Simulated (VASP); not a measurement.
# AgI2 (P-4m2) in VASP: further runs

Runs on AgI2. Level: PBEsol. Tasks: single point.

All numbers are computed with VASP 6.6.1; they aren't measurements. Logs are shortened: lines on timing, memory, paths and dates and some standing lists are left out, and cuts for length are marked.

## Step 1: The cell of the first run

It takes space group P-4m2 (No. 115, tetragonal). Conventional cell: a = 4.063 Å, b = 4.063 Å, c = 6.183 Å, α = 90.00°, β = 90.00°, γ = 90.00°. Within 3.6 Å of Ag (site symmetry -4m2) lie 4 I at 2.71 Å. Within 3.6 Å of I (site symmetry 2mm) lie 2 Ag at 2.71 Å.

## Step 2: Single point, PBEsol

File INCAR:

```
ALGO = Normal
EDIFF = 1E-6
ENCUT = 520
GGA = PS
ISIF = 2
ISMEAR = 0
LASPH = True
LCHARG = True
LELF = True
LREAL = False
LVHAR = True
LWAVE = False
NBANDS = 20
NELM = 100
PREC = Accurate
SIGMA = 0.15
```

File KPOINTS:

```
k-points
0
Gamma
  12 12 8
```

File POSCAR:

```
AgI2
1.0
    4.0626997374      0.0000000000      0.0000000000
    0.0000000000      4.0626997374      0.0000000000
    0.0000000000      0.0000000000      6.1833107441
Ag I
1 2
Direct
    0.0000000000      0.0000000000      0.5000000000
    0.5000000000      0.0000000000      0.7910272650
    0.0000000000      0.5000000000      0.2089727350
```

Potentials or basis: VASP PAW PBE potentials, release 64 (Ag, I).

On the command line:

```sh
$ cat potpaw_PBE.64/Ag/POTCAR potpaw_PBE.64/I/POTCAR > POTCAR
$ mpirun -np 1 vasp_std > vasp.out
```

OUTCAR:

```text
EDIFF = 1E-6
   ENCUT = 520
   GGA = PS
   ISIF = 2
   ISMEAR = 0
   LASPH = True
   LREAL = False
   NELM = 100
   PREC = Accurate

 ion  position               nearest neighbor table
   1  0.000  0.000  0.500-   2 2.71   3 2.71   3 2.71   2 2.71
   2  0.500  0.000  0.791-   1 2.71   1 2.71
   3  0.000  0.500  0.209-   1 2.71   1 2.71

  LATTYP: Found a simple tetragonal cell.
 ALAT       =     4.0626997374
 C/A-ratio  =     1.5219708922

  Lattice vectors:

 A1 = (   4.0626997374,   0.0000000000,   0.0000000000)
 A2 = (   0.0000000000,   4.0626997374,   0.0000000000)
 A3 = (   0.0000000000,   0.0000000000,   6.1833107441)

Analysis of symmetry for initial positions (statically):
=====================================================================
 Subroutine PRICEL returns:
 Original cell was already a primitive cell.

 Routine SETGRP: Setting up the symmetry group for a
 simple tetragonal supercell.

 Subroutine GETGRP returns: Found  8 space group operations
 (whereof  8 operations were pure point group operations)
 out of a pool of 16 trial point group operations.

The static configuration has the point symmetry D_2d.

Analysis of symmetry for dynamics (positions and initial velocities):
=====================================================================
 Subroutine PRICEL returns:
 Original cell was already a primitive cell.

 Routine SETGRP: Setting up the symmetry group for a
 simple tetragonal supercell.

 Subroutine GETGRP returns: Found  8 space group operations
 (whereof  8 operations were pure point group operations)
 out of a pool of 16 trial point group operations.

The dynamic configuration has the point symmetry D_2d.

 Subroutine INISYM returns: Found  8 space group operations
 (whereof  8 operations are pure point group operations),
 and found     1 'primitive' translations

----------------------------------------------------------------------------------------

                                     Primitive cell

  volume of cell :     102.0588

  direct lattice vectors                    reciprocal lattice vectors
     4.062699737  0.000000000  0.000000000     0.246141744  0.000000000  0.000000000
     0.000000000  4.062699737  0.000000000     0.000000000  0.246141744  0.000000000
     0.000000000  0.000000000  6.183310744     0.000000000  0.000000000  0.161725658

  length of vectors
     4.062699737  4.062699737  6.183310744     0.246141744  0.246141744  0.161725658

  position of ions in fractional coordinates (direct lattice)
     0.000000000  0.000000000  0.500000000
     0.500000000  0.000000000  0.791027265
     0.000000000  0.500000000  0.208972735

  ion indices of the primitive-cell ions
   primitive index   ion index
                 1           1
                 2           2
                 3           3

----------------------------------------------------------------------------------------

 KPOINTS: k-points

Automatic generation of k-mesh.
 Grid dimensions read from file:
 generate k-points for:   12   12    8

 Generating k-lattice:

  Cartesian coordinates                     Fractional coordinates (reciprocal lattice)
     0.020511812  0.000000000  0.000000000     0.083333333  0.000000000  0.000000000
     0.000000000  0.020511812  0.000000000     0.000000000  0.083333333  0.000000000
     0.000000000  0.000000000  0.020215707     0.000000000  0.000000000  0.125000000

  Length of vectors
     0.020511812  0.020511812  0.020215707

  Shift w.r.t. Gamma in fractional coordinates (k-lattice)
     0.000000000  0.000000000  0.000000000

 Subroutine IBZKPT returns following result:
 ===========================================

 Found    140 irreducible k-points:

 Following reciprocal coordinates:
            Coordinates               Weight
  0.000000  0.000000  0.000000      1.000000
  0.083333  0.000000  0.000000      4.000000
  0.166667  0.000000  0.000000      4.000000
  0.250000  0.000000  0.000000      4.000000
  0.333333  0.000000  0.000000      4.000000
  0.416667  0.000000  0.000000      4.000000
[... 16 lines left out ...]
  0.333333  0.333333  0.000000      4.000000
  0.416667  0.333333  0.000000      8.000000
 [... further k-points ...]
   k-points           NKPTS =    140   k-points in BZ     NKDIM =    140   number of bands    NBANDS=     20
   number of dos      NEDOS =    301   number of ions     NIONS =      3
   total plane-waves  NPLWV =  43200
   dimension x,y,z NGX =    30 NGY =   30 NGZ =   48
   dimension x,y,z NGXF=    60 NGYF=   60 NGZF=   96
   ions per type =               1   2
   NGX,Y,Z   is equivalent  to a cutoff of  12.28, 12.28, 12.91 a.u.
   NGXF,Y,Z  is equivalent  to a cutoff of  24.55, 24.55, 25.81 a.u.
 SYSTEM =  unknown system
   PREC   = accura    normal or accurate (medium, high low for compatibility)
   ISTART =      0    job   : 0-new  1-cont  2-samecut
   ICHARG =      2    charge: 1-file 2-atom 10-const
   ISPIN  =      1    spin polarized calculation?
   LNONCOLLINEAR =      F non collinear calculations
   LSORBIT =      F    spin-orbit coupling
   LASPH  =      T    aspherical Exc in radial PAW
   ENCUT  =  520.0 eV  38.22 Ry    6.18 a.u.   7.55  7.55 11.50*2*pi/ulx,y,z
   NELM   =    100;   NELMIN=  2; NELMDL= -5     # of ELM steps
   EDIFF  = 0.1E-05   stopping-criterion for ELM
   LREAL  =      F    real-space projection
   EDIFFG = 0.1E-04   stopping-criterion for IOM
   NSW    =      0    number of steps for IOM
   IBRION =     -1    ionic relax: 0-MD 1-quasi-New 2-CG
   NFREE  =      0    steps in history (QN), initial steepest desc. (CG)
   ISIF   =      2    stress and relaxation
   ISYM   =      2    0-nonsym 1-usesym 2-fastsym
   POTIM  = 0.5000    time-step for ionic-motion
   TEBEG  =    0.0;   TEEND  =   0.0 temperature during run
   PSTRESS=    0.0 pullay stress
   NELECT =      25.0000    total number of electrons
   NUPDOWN=      -1.0000    fix difference up-down
   EMIN   =  10.00;   EMAX   =-10.00  energy-range for DOS
   EFERMI =   0.00;   METHOD = LEGACY
   ISMEAR =     0;   SIGMA  =   0.15  broadening in eV -4-tet -1-fermi 0-gaus
   EFERMI_NEDOS =   21; number of points for ismear=-14 and -15
   IALGO  =     38    algorithm
   IMIX   =      4    mixing-type and parameters
     AMIX     =   0.40;   BMIX     =  1.00
     AMIX_MAG =   1.60;   BMIX_MAG =  1.00
  volume/ion in A,a.u.               =      34.02       229.58
  Fermi-wavevector in a.u.,A,eV,Ry     =   1.024326  1.935695 14.275815  1.049243
  Thomas-Fermi vector in A             =   2.158107
   LORBIT       =      0    0 simple, 1 ext, 2 COOP (PROOUT), +10 PAW based schemes
   GGA     = PS    functional components
   LHFCALC =     F    Hartree Fock is set to
   AEXX    =    0.0000 exact exchange contribution
   IVDW    =     0    specifies the selected vdW correction
   LEPSILON=     F    determine dielectric tensor
   LRPA    =     F    only Hartree local field effects (RPA)
 non-spin polarized calculation
 Gauss-broadening in eV      SIGMA  =   0.15
  energy-cutoff  :      520.00
  volume of cell :      102.06
 maximum number of plane-waves:      2791
   NGX = 15   NGY = 15   NGZ = 23

 number of electron      24.9999999 magnetization

 Free energy of the ion-electron system (eV)
  ---------------------------------------------------
  ext. energy  EPLUGINS =         0.00000000
  ---------------------------------------------------
  free energy    TOTEN  =        -6.88969045 eV

  energy without entropy =       -6.85369116  energy(sigma->0) =       -6.87169081

 E-fermi :   3.2689     XC(G=0):  -8.9606

 val. band max:        3.2677363276   @ k =   0.4167   0.1667   0.5000
 cond. band min:       3.2747744123   @ k =   0.1667   0.0833   0.5000
 fundamental gap:      0.0070380847
 Fermi energy:         3.2689130677

 k-point     1 :       0.0000    0.0000    0.0000
  band No.  band energies     occupation
      1      -9.4385      2.00000
      2      -8.5935      2.00000
      3      -1.0479      2.00000
      4      -0.9309      2.00000
      5      -0.9309      2.00000
      6      -0.6225      2.00000
[... 12 lines left out ...]
     19      11.0394      0.00000
     20      13.3486      0.00000

 k-point     2 :       0.0833    0.0000    0.0000
  band No.  band energies     occupation
      1      -9.4119      2.00000
      2      -8.5913      2.00000
      3      -1.0885      2.00000
      4      -0.9270      2.00000
      5      -0.8528      2.00000
      6      -0.6105      2.00000
[... 12 lines left out ...]
     19      11.1590      0.00000
     20      13.3773      0.00000

 k-point     3 :       0.1667    0.0000    0.0000
  band No.  band energies     occupation
      1      -9.3354      2.00000
      2      -8.5885      2.00000
      3      -1.1493      2.00000
      4      -0.9165      2.00000
      5      -0.6935      2.00000
      6      -0.5677      2.00000
[... 12 lines left out ...]
     19      11.3645      0.00000
     20      13.4286      0.00000

 k-point     4 :       0.2500    0.0000    0.0000
  band No.  band energies     occupation
      1      -9.2181      2.00000
      2      -8.5949      2.00000
      3      -1.2049      2.00000
      4      -0.9020      2.00000
      5      -0.6235      2.00000
      6      -0.3858      2.00000
[... 12 lines left out ...]
     19      11.3675      0.00000
     20      13.3494      0.00000

 k-point     5 :       0.3333    0.0000    0.0000
  band No.  band energies     occupation
      1      -9.0756      2.00000
      2      -8.6237      2.00000
      3      -1.2414      2.00000
      4      -0.8874      2.00000
      5      -0.7040      2.00000
      6      -0.2533      2.00000
[... 12 lines left out ...]
     19      11.9070      0.00000
     20      12.9877      0.00000
[... 353 lines left out ...]
      6      -0.4179      2.00000
[... 12 lines left out ...]
     19      12.7568      0.00000
     20      13.1049      0.00000

 k-point    22 :       0.5000    0.2500    0.0000
  band No.  band energies     occupation
      1      -8.6869      2.00000
      2      -8.6575      2.00000
      3      -1.4255      2.00000
      4      -0.8609      2.00000
      5      -0.6163      2.00000
      6      -0.4254      2.00000
[... 12 lines left out ...]
     19      12.7955      0.00000
     20      13.2930      0.00000

 k-point    23 :       0.3333    0.3333    0.0000
  band No.  band energies     occupation
      1      -8.7925      2.00000
      2      -8.5524      2.00000
      3      -1.4470      2.00000
      4      -0.6693      2.00000
      5      -0.6559      2.00000
      6      -0.4289      2.00000
[... 12 lines left out ...]
     19      12.9525      0.00000
     20      13.4691      0.00000

 k-point    24 :       0.4167    0.3333    0.0000
  band No.  band energies     occupation
      1      -8.6900      2.00000
      2      -8.5631      2.00000
      3      -1.4802      2.00000
      4      -0.7827      2.00000
      5      -0.5906      2.00000
      6      -0.4437      2.00000
[... 12 lines left out ...]
     19      13.4697      0.00000
     20      13.9274      0.00000

 [... further k-points ...]

------------------------ aborting loop because EDIFF is reached ----------------------------------------

  FORCE on cell =-STRESS in cart. coord.  units (eV):
  Direction    XX          YY          ZZ          XY          YZ          ZX
  --------------------------------------------------------------------------------------
  -------------------------------------------------------------------------------------
  Total        0.0004234      0.0004234      0.0154498      0.0000000     -0.0000000      0.0000000
  in kB        0.0066471      0.0066471      0.2425397      0.0000000     -0.0000000      0.0000000
  external PRESSURE =       0.0852780 kB  Pullay stress =       0.0000000 kB

 VOLUME and BASIS-vectors are now :
 -----------------------------------------------------------------------------
  energy-cutoff  :      520.00
  volume of cell :      102.06
      direct lattice vectors                 reciprocal lattice vectors
     4.062699737  0.000000000  0.000000000     0.246141744  0.000000000  0.000000000
     0.000000000  4.062699737  0.000000000     0.000000000  0.246141744  0.000000000
     0.000000000  0.000000000  6.183310744     0.000000000  0.000000000  0.161725658

 POSITION                                       TOTAL-FORCE (eV/Angst)
 -----------------------------------------------------------------------------------
      0.00000      0.00000      3.09166         0.000000     -0.000000      0.000000
      2.03135      0.00000      4.89117        -0.000000      0.000000     -0.007874
      0.00000      2.03135      1.29214         0.000000     -0.000000      0.007874
 -----------------------------------------------------------------------------------
    total drift:                                0.000000      0.000000      0.000000

  FREE ENERGIE OF THE ION-ELECTRON SYSTEM (eV)
  ---------------------------------------------------
  free  energy   TOTEN  =        -6.8896904483 eV

  energy  without entropy=       -6.8536911628  energy(sigma->0) =       -6.87169081
```

Run time: 6.5 min. Hardware: 1 thread of Intel Xeon 8259CL, shared host; peak memory 0.4 GiB.

Results:

```
Free energy            : -6.8897 eV
Pressure               : 0.0 GPa
Largest force          : 0.008 eV/Å
Band gap on the k mesh : zero (an odd number of electrons rules out a gap without spin polarisation)
```

Forces in eV/Å, atoms in the order of the input:
```
Ag   0.000  0.000  0.000
I    0.000  0.000 -0.008
I    0.000  0.000  0.008
```

Levels at points of the mesh, in eV from the Fermi level:
```csv
k point,band 10,band 11,band 12,band 13,band 14,band 15,band 16,band 17
"(0.00, 0.00, 0.00)",-1.33,-0.08,0.61,0.61,3.03,4.91,5.81,7.48
"(0.50, 0.00, 0.00)",-1.74,-1.51,-0.14,-0.14,5.28,6.03,6.25,7.28
"(0.50, 0.50, 0.00)",-1.87,-1.26,-1.19,-1.19,3.43,4.15,4.15,6.06
"(0.00, 0.00, 0.50)",-0.63,-0.63,-0.23,-0.23,5.00,5.03,6.26,6.41
"(0.50, 0.00, 0.50)",-0.46,-0.18,-0.15,-0.04,3.46,5.05,7.22,7.32
"(0.50, 0.50, 0.50)",-2.39,-1.58,-1.58,-1.03,5.74,6.02,6.02,7.22
```

Caveat: the PAW data sets were made with another functional, which shifts forces and pressure a little; spin-orbit coupling is left out, which moves the levels of the heavy elements; an odd number of electrons without spin polarisation forces a metal; a magnetic or distorted state may lie lower.

## Step 3: Single point, PBEsol

File INCAR:

```
PREC = Accurate
ENCUT = 520
EDIFF = 1E-7
ISMEAR = 0
SIGMA = 0.15
LREAL = F
LASPH = T
NELM = 100
ALGO = Normal
ISIF = 2
LWAVE = F
LCHARG = F
GGA = PS
NBANDS = 20
```

File KPOINTS:

```
regular mesh
0
Gamma
  14 14 10
```

POSCAR is that of step 2.

Potentials or basis: VASP PAW PBE potentials, release 64 (Ag, I).

On the command line:

```sh
$ cat potpaw_PBE.64/Ag/POTCAR potpaw_PBE.64/I/POTCAR > POTCAR
$ mpirun -np 1 vasp_std > vasp.out
```

Run time: 11 min. Hardware: 1 thread of Intel Xeon 8259CL, shared host; peak memory 0.52 GiB.

The run converged. Its results:

* Free energy: -6.8896 eV
* Pressure: 0.0 GPa
* Largest force: 0.008 eV/Å
* Band gap on the k mesh: zero (an odd number of electrons rules out a gap without spin polarisation)

Forces on the atoms (eV/Å):
```
Ag   0.000  0.000  0.000
I    0.000  0.000 -0.008
I    0.000  0.000  0.008
```

Levels at points of the mesh, in eV from the Fermi level:
| k point | band 11 | band 12 | band 13 | band 14 | band 15 | band 16 |
| --- | --- | --- | --- | --- | --- | --- |
| (0.00, 0.00, 0.00) | -0.08 | 0.61 | 0.61 | 3.03 | 4.91 | 5.81 |
| (0.50, 0.00, 0.00) | -1.51 | -0.14 | -0.14 | 5.28 | 6.03 | 6.25 |
| (0.50, 0.50, 0.00) | -1.26 | -1.19 | -1.19 | 3.43 | 4.15 | 4.15 |
| (0.00, 0.00, 0.50) | -0.63 | -0.23 | -0.23 | 5.00 | 5.03 | 6.26 |
| (0.50, 0.00, 0.50) | -0.18 | -0.15 | -0.04 | 3.46 | 5.05 | 7.22 |
| (0.50, 0.50, 0.50) | -1.58 | -1.58 | -1.03 | 5.74 | 6.02 | 6.02 |

Caveat: the PAW data sets were made with another functional, which shifts forces and pressure a little; spin-orbit coupling is left out, which moves the levels of the heavy elements; an odd number of electrons without spin polarisation forces a metal; a magnetic or distorted state may lie lower.
